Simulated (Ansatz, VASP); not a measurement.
## SiC in VASP and in Ansatz

```xyz
2
Lattice="0.0000 2.1676 2.1676 2.1676 0.0000 2.1676 2.1676 2.1676 0.0000" Properties=species:S:1:pos:R:3 pbc="T T T"
Si    0.0000    0.0000    0.0000
C     3.2514    3.2514    3.2514
```

Alike in both runs: task single point; functional PBEsol; k mesh 12 × 12 × 12; occupations gaussian, width 0.02 eV; no spin polarisation.

|  | VASP | Ansatz |
| --- | --- | --- |
| version | VASP 6.6.1 | Ansatz 0.2.0 |
| potentials or method | VASP PAW PBE potentials, release 64 (Si, C), cutoff 520 eV | scalar-relativistic, plane waves, PAW |
| valence electrons in the cell | 8 | 8 |

```tsv
	VASP	Ansatz	Ansatz less VASP
gap on the k mesh at the Fermi level (eV)	1.22	1.23	+0.011
least direct gap on the mesh (eV)	4.46	4.47	+0.010
pressure (GPa)	3.8	3.4	-0.37
```

VASP's potentials were made for PBE, not for PBEsol. The functional is the same, so the differences come from potentials, cutoffs and numerics.
